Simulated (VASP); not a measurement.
# BAsI6 (Cm) in VASP: a series of runs

The runs below take BAsI6 through single point, with PBEsol, r2SCAN+rVV10.

Program: VASP 6.6.1. These are calculated values, not measurements. Logs are shortened: lines on timing, memory, paths and dates and some standing lists are left out, and cuts for length are marked.

## Step 1: The cell of the first run

The structure is monoclinic, space group Cm (No. 8). The conventional cell has a = 8.702 Å, b = 7.904 Å, c = 11.934 Å, α = 90.00°, β = 90.77°, γ = 90.00°. Within 2.8 Å of B (site symmetry m) lie 3 I at 2.11 to 2.12 Å. As (site symmetry m) has 5 I at 2.55 to 3.45 Å within 3.5 Å. Within 3.5 Å of I (site symmetry 1) lie 2 As at 2.60 to 3.45 Å. Within 2.8 Å of I (site symmetry 1) lie 1 B at 2.11 Å. I (site symmetry m) has 1 As at 2.55 Å within 3.4 Å. I (site symmetry m) has 1 B at 2.12 Å within 2.8 Å.

## Step 2: Single point, PBEsol

Input file INCAR:

```
  PREC = Accurate
  ENCUT = 520
  EDIFF = 1E-6
  ISMEAR = -1
  SIGMA = 0.03
  LREAL = False
  LASPH = True
  NELM = 60
  ALGO = Normal
  ISIF = 2
  LWAVE = False
  LCHARG = False
  GGA = PS
  NBANDS = 35
```

Input file KPOINTS:

```
regular mesh
0
Gamma
  4 4 2
```

Input file POSCAR:

```
BAsI6
1.0
    4.3510435248     -3.9517553558     -0.0292979953
    4.3510435248      3.9517553558     -0.0292979953
   -0.0798041345      0.0000000000     11.9342102982
B As I
1 1 6
Direct
    0.8582274524      0.8582274524      0.8110957254
    0.0547325011      0.0547325011      0.2673900045
    0.4869742611     -0.0261458495      0.2228714341
   -0.0261458495      0.4869742611      0.2228714341
    0.5641120741      1.0259211823      0.7345395592
    1.0259211823      0.5641120741      0.7345395592
    0.0422867050      0.0422867050      0.4808811701
   -0.0061073365     -0.0061073365      0.9598120935
```

Potentials or basis: VASP PAW PBE potentials, release 64 (B, As, I).

Run with:

```sh
cat potpaw_PBE.64/B/POTCAR potpaw_PBE.64/As/POTCAR potpaw_PBE.64/I/POTCAR > POTCAR
mpirun -np 1 vasp_std > vasp.out
```

OUTCAR:

```text
PREC = Accurate
   ENCUT = 520
   EDIFF = 1E-6
   ISMEAR = -1
   LREAL = False
   LASPH = True
   NELM = 60
   ISIF = 2
   GGA = PS

 ion  position               nearest neighbor table
   1  0.858  0.858  0.811-   5 2.11   6 2.11   8 2.12
   2  0.055  0.055  0.267-   7 2.55   4 2.60   3 2.60
   3  0.487  0.974  0.223-   2 2.60
   4  0.974  0.487  0.223-   2 2.60
   5  0.564  0.026  0.735-   1 2.11
   6  0.026  0.564  0.735-   1 2.11
   7  0.042  0.042  0.481-   2 2.55
   8  0.994  0.994  0.960-   1 2.12

  LATTYP: Found a base centered monoclinic cell.
 ALAT       =     8.7022843271
 B/A-ratio  =     0.9082110414
 C/A-ratio  =     1.3714188910
 COS(beta)  =    -0.0134199576

  Lattice vectors:

 A1 = (   4.3510435248,  -3.9517553558,  -0.0292979953)
 A2 = (   4.3510435248,   3.9517553558,  -0.0292979953)
 A3 = (  -0.0798041345,   0.0000000000,  11.9342102982)

Analysis of symmetry for initial positions (statically):
=====================================================================
 Subroutine PRICEL returns:
 Original cell was already a primitive cell.

 Routine SETGRP: Setting up the symmetry group for a
 base centered monoclinic supercell.

 Subroutine GETGRP returns: Found  2 space group operations
 (whereof  2 operations were pure point group operations)
 out of a pool of  4 trial point group operations.

The static configuration has the point symmetry C_1h.

Analysis of symmetry for dynamics (positions and initial velocities):
=====================================================================
 Subroutine PRICEL returns:
 Original cell was already a primitive cell.

 Routine SETGRP: Setting up the symmetry group for a
 base centered monoclinic supercell.

 Subroutine GETGRP returns: Found  2 space group operations
 (whereof  2 operations were pure point group operations)
 out of a pool of  4 trial point group operations.

The dynamic configuration has the point symmetry C_1h.

 Subroutine INISYM returns: Found  2 space group operations
 (whereof  2 operations are pure point group operations),
 and found     1 'primitive' translations

----------------------------------------------------------------------------------------

                                     Primitive cell

  volume of cell :     410.3813

[... 92 lines left out ...]
   NSW    =      0    number of steps for IOM
   IBRION =     -1    ionic relax: 0-MD 1-quasi-New 2-CG
   NFREE  =      0    steps in history (QN), initial steepest desc. (CG)
   ISIF   =      2    stress and relaxation
   ISYM   =      2    0-nonsym 1-usesym 2-fastsym
   POTIM  = 0.5000    time-step for ionic-motion
   TEBEG  =    0.0;   TEEND  =   0.0 temperature during run
   PSTRESS=    0.0 pullay stress
   NELECT =      50.0000    total number of electrons
   NUPDOWN=      -1.0000    fix difference up-down
   EMIN   =  10.00;   EMAX   =-10.00  energy-range for DOS
   EFERMI =   0.00;   METHOD = LEGACY
   ISMEAR =    -1;   SIGMA  =   0.03  broadening in eV -4-tet -1-fermi 0-gaus
   EFERMI_NEDOS =   21; number of points for ismear=-14 and -15
   IALGO  =     38    algorithm
   IMIX   =      4    mixing-type and parameters
     AMIX     =   0.40;   BMIX     =  1.00
     AMIX_MAG =   1.60;   BMIX_MAG =  1.00
  volume/ion in A,a.u.               =      51.30       346.17
  Fermi-wavevector in a.u.,A,eV,Ry     =   0.811588  1.533679  8.961819  0.658675
  Thomas-Fermi vector in A             =   1.920975
   LORBIT       =      0    0 simple, 1 ext, 2 COOP (PROOUT), +10 PAW based schemes
   GGA     = PS    functional components
   LHFCALC =     F    Hartree Fock is set to
   AEXX    =    0.0000 exact exchange contribution
   IVDW    =     0    specifies the selected vdW correction
   LEPSILON=     F    determine dielectric tensor
   LRPA    =     F    only Hartree local field effects (RPA)
 non-spin polarized calculation
  energy-cutoff  :      520.00
  volume of cell :      410.38
 maximum number of plane-waves:     11092
 NGX is ok and might be reduce to    48
   NGX = 21   NGY = 21   NGZ = 45

 number of electron      50.0000000 magnetization

 Free energy of the ion-electron system (eV)
  ---------------------------------------------------
  ext. energy  EPLUGINS =         0.00000000
  ---------------------------------------------------
  free energy    TOTEN  =       -22.78474100 eV

  energy without entropy =      -22.78474099  energy(sigma->0) =      -22.78474099

 E-fermi :   0.3900     XC(G=0):  -6.5904

 val. band max:       -0.1320655343   @ k =   0.5000   0.5000   0.0000
 cond. band min:       0.9021228509   @ k =   0.5000   0.5000   0.0000
 fundamental gap:      1.0341883853
 Fermi energy:         0.3899825673

 k-point     1 :       0.0000    0.0000    0.0000
  band No.  band energies     occupation
      1     -13.3744      2.00000
      2     -13.1373      2.00000
      3     -12.0896      2.00000
      4     -11.9499      2.00000
      5     -11.8247      2.00000
      6     -11.6510      2.00000
[... 521 lines left out ...]
     34       5.8795      0.00000
     35       6.7314      0.00000

------------------------ aborting loop because EDIFF is reached ----------------------------------------

  FORCE on cell =-STRESS in cart. coord.  units (eV):
  Direction    XX          YY          ZZ          XY          YZ          ZX
  --------------------------------------------------------------------------------------
  -------------------------------------------------------------------------------------
  Total        0.0005943      0.1206359      0.1380284      0.0000000      0.0000000      0.0050733
  in kB        0.0023201      0.4709766      0.5388792      0.0000000      0.0000000      0.0198066
  external PRESSURE =       0.3373920 kB  Pullay stress =       0.0000000 kB

 VOLUME and BASIS-vectors are now :
 -----------------------------------------------------------------------------
  energy-cutoff  :      520.00
  volume of cell :      410.38
      direct lattice vectors                 reciprocal lattice vectors
     4.351043525 -3.951755356 -0.029297995     0.114920136 -0.126526051  0.000768472
     4.351043525  3.951755356 -0.029297995     0.114920136  0.126526051  0.000768472
    -0.079804134  0.000000000 11.934210298     0.000564248  0.000000000  0.083796498

 POSITION                                       TOTAL-FORCE (eV/Angst)
 -----------------------------------------------------------------------------------
      7.40364      0.00000      9.62950         0.006430      0.000000      0.007138
      0.45495      0.00000      3.18788        -0.037080      0.000000     -0.028409
      6.33834      1.92403      2.61700         0.017579     -0.020363     -0.000735
      6.33834     -1.92403      2.61700         0.017579      0.020363     -0.000735
      2.50864     -2.12680      8.74886        -0.005300      0.025753     -0.013225
      2.50864      2.12680      8.74886        -0.005300     -0.025753     -0.013225
      0.32961      0.00000      5.73646         0.000306      0.000000      0.033786
      8.57234      0.00000     11.39636         0.005786      0.000000      0.015405
 -----------------------------------------------------------------------------------
    total drift:                               -0.000303      0.000000      0.000228

  FREE ENERGIE OF THE ION-ELECTRON SYSTEM (eV)
  ---------------------------------------------------
  free  energy   TOTEN  =       -22.7847409955 eV

  energy  without entropy=      -22.7847409923  energy(sigma->0) =      -22.78474099
```

OSZICAR:

```text
N       E                     dE             d eps       ncg     rms          rms(c)
DAV:   1     0.300930975506E+03    0.30093E+03   -0.17276E+04   980   0.110E+03
DAV:   2     0.948617265352E+01   -0.29144E+03   -0.28141E+03  1284   0.176E+02
DAV:   3    -0.224356729934E+02   -0.31922E+02   -0.31723E+02  1189   0.654E+01
DAV:   4    -0.233736604040E+02   -0.93799E+00   -0.93649E+00  1336   0.131E+01
DAV:   5    -0.233876749794E+02   -0.14015E-01   -0.14008E-01  1210   0.198E+00    0.136E+01
DAV:   6    -0.228564316872E+02    0.53124E+00   -0.54983E-01  1082   0.400E+00    0.738E+00
DAV:   7    -0.227887121979E+02    0.67719E-01   -0.45561E-01  1216   0.243E+00    0.248E+00
DAV:   8    -0.227846340744E+02    0.40781E-02   -0.34981E-02  1176   0.831E-01    0.861E-01
DAV:   9    -0.227845186985E+02    0.11538E-03   -0.52708E-03  1125   0.301E-01    0.293E-01
DAV:  10    -0.227846018660E+02   -0.83168E-04   -0.12653E-03  1221   0.153E-01    0.118E-01
DAV:  11    -0.227846900401E+02   -0.88174E-04   -0.22383E-04  1192   0.623E-02    0.427E-02
DAV:  12    -0.227847159072E+02   -0.25867E-04   -0.14515E-05  1114   0.174E-02    0.261E-02
DAV:  13    -0.227847403531E+02   -0.24446E-04   -0.31777E-05  1126   0.255E-02    0.130E-02
DAV:  14    -0.227847409955E+02   -0.64240E-06   -0.32066E-06  1136   0.723E-03
   1 F= -.22784741E+02 E0= -.22784741E+02  d E =-.323908E-08
```

stdout:

```text
POSCAR found type information on POSCAR B AsI
 POSCAR found :  3 types and       8 ions
 scaLAPACK will be used
 -----------------------------------------------------------------------------
|                                                                             |
|                                                                             |
|     You enforced a specific xc type in the INCAR file but a different       |
|     I HOPE YOU KNOW WHAT YOU ARE DOING!                                     |
|                                                                             |
 -----------------------------------------------------------------------------

 LDA part: xc-table for (Slater+PW92), standard interpolation
 POSCAR, INCAR and KPOINTS ok, starting setup
 FFT: planning ... GRIDC
 FFT: planning ... GRID_SOFT
 FFT: planning ... GRID
 WAVECAR not read
 entering main loop
```

It took 5.9 min on 1 thread of AMD EPYC 7R13, shared host; peak memory 0.56 GiB.

What came out:

| Quantity | Value |
| --- | --- |
| Free energy | -22.7847 eV |
| Pressure | 0.0 GPa |
| Largest force | 0.047 eV/Å |
| Band gap on the k mesh | 1.03 eV |

Forces on the atoms (eV/Å):
```
B    0.006  0.000  0.007
As  -0.037  0.000 -0.028
I    0.018 -0.020 -0.001
I    0.018  0.020 -0.001
I   -0.005  0.026 -0.013
I   -0.005 -0.026 -0.013
I    0.000  0.000  0.034
I    0.006  0.000  0.015
```

Levels at points of the mesh, in eV from the valence-band top:
```tsv
k point	band 23	band 24	band 25	band 26	band 27	band 28
(0.00, 0.00, 0.00)	-0.72	-0.50	-0.45	2.31	2.49	3.11
(0.50, 0.00, 0.00)	-0.75	-0.48	-0.23	1.75	2.53	2.67
(0.50, 0.50, 0.00)	-0.22	-0.04	0.00	1.03	1.97	2.29
(0.00, 0.00, 0.50)	-0.72	-0.51	-0.46	2.19	2.48	3.02
(0.50, 0.00, 0.50)	-0.63	-0.54	-0.37	1.77	2.48	2.75
(0.50, 0.50, 0.50)	-0.22	-0.13	-0.03	1.08	1.99	2.38
```

Caveat: the PAW data sets were made with another functional, which shifts forces and pressure a little; spin-orbit coupling is left out, which moves the levels of the heavy elements; this functional lacks dispersion, which binds layers or chains, so the pressure and a relaxed spacing across them are unreliable.

## Step 3: Single point, r2SCAN+rVV10

This run uses another cell than the first one, of 51.77 Å³/atom.

Input file POSCAR:

```
BAsI6
1.0
    4.4037881409     -3.9984149426     -0.0092039835
    4.4037881409      3.9984149426     -0.0092039835
   -0.0268210003      0.0000000000     11.7613315385
B As I
1 1 6
Direct
    0.8487197748      0.8487197748      0.8104987562
    0.0652355853      0.0652355853      0.2676662508
    0.4901742024     -0.0114320984      0.2216931328
   -0.0114320984      0.4901742024      0.2216931328
    0.5540067042      1.0124660551      0.7349764297
    1.0124660551      0.5540067042      0.7349764297
    0.0523285114      0.0523285114      0.4844336923
   -0.0114977448     -0.0114977448      0.9580631558
```

Input file INCAR.step1:

```
ALGO = Normal
EDIFF = 1E-4
ENCUT = 520
GGA = PE
ISMEAR = -1
LASPH = T
LCHARG = F
LREAL = F
LWAVE = T
NBANDS = 35
NELM = 60
PREC = Accurate
SIGMA = 0.03
```

Input file INCAR.step2:

```
ALGO = Normal
BPARAM = 11.95
CPARAM = 0.0093
EDIFF = 1E-6
ENCUT = 520
ISIF = 2
ISMEAR = -1
ISTART = 1
IVDW_NL = 2
LASPH = T
LCHARG = T
LELF = T
LMIXTAU = T
LREAL = F
LUSE_VDW = T
LVHAR = T
LWAVE = F
METAGGA = R2SCAN
NBANDS = 35
NELM = 60
PREC = Accurate
SIGMA = 0.03
```

Input file KPOINTS:

```
k-points
0
Gamma
  4 4 2
```

Potentials or basis: VASP PAW PBE potentials, release 64 (B, As, I).

Run with:

```sh
cat potpaw_PBE.64/B/POTCAR potpaw_PBE.64/As/POTCAR potpaw_PBE.64/I/POTCAR > POTCAR
cp INCAR.step1 INCAR
mpirun -np 1 vasp_std > vasp.out
cp INCAR.step2 INCAR
mpirun -np 1 vasp_std > vasp.out
```

It took 37 min on 1 thread of AMD EPYC 7R13, shared host; peak memory 1.3 GiB.

The run converged. Its results:

* Free energy: -168.2862 eV
* Pressure: 0.0 GPa
* Largest force: 0.018 eV/Å
* Band gap on the k mesh: 1.43 eV

Forces on the atoms (eV/Å):
```
B    0.000  0.000 -0.001
As  -0.016  0.000 -0.007
I    0.009 -0.010 -0.002
I    0.009  0.010 -0.002
I    0.001 -0.003  0.001
I    0.001  0.003  0.001
I    0.001  0.000  0.013
I   -0.004  0.000 -0.004
```

Levels at points of the mesh, in eV from the valence-band top:
| k point | band 21 | band 22 | band 23 | band 24 | band 25 | band 26 | band 27 | band 28 | band 29 | band 30 |
| --- | --- | --- | --- | --- | --- | --- | --- | --- | --- | --- |
| (0.00, 0.00, 0.00) | -0.84 | -0.78 | -0.73 | -0.54 | -0.46 | 2.58 | 2.94 | 3.49 | 4.03 | 4.21 |
| (0.50, 0.00, 0.00) | -1.00 | -0.79 | -0.75 | -0.47 | -0.22 | 2.11 | 2.93 | 3.00 | 4.02 | 4.72 |
| (0.50, 0.50, 0.00) | -0.42 | -0.37 | -0.21 | -0.11 | 0.00 | 1.43 | 2.37 | 2.69 | 2.91 | 4.28 |
| (0.00, 0.00, 0.50) | -0.94 | -0.75 | -0.69 | -0.56 | -0.47 | 2.48 | 2.88 | 3.41 | 4.26 | 4.37 |
| (0.50, 0.00, 0.50) | -0.97 | -0.78 | -0.62 | -0.54 | -0.34 | 2.11 | 2.83 | 3.13 | 4.03 | 4.69 |
| (0.50, 0.50, 0.50) | -0.58 | -0.50 | -0.20 | -0.12 | -0.10 | 1.47 | 2.40 | 2.75 | 3.11 | 3.98 |

Caveat: the PAW data sets were made with another functional, which shifts forces and pressure a little; spin-orbit coupling is left out, which moves the levels of the heavy elements. A k mesh can miss the band edges.
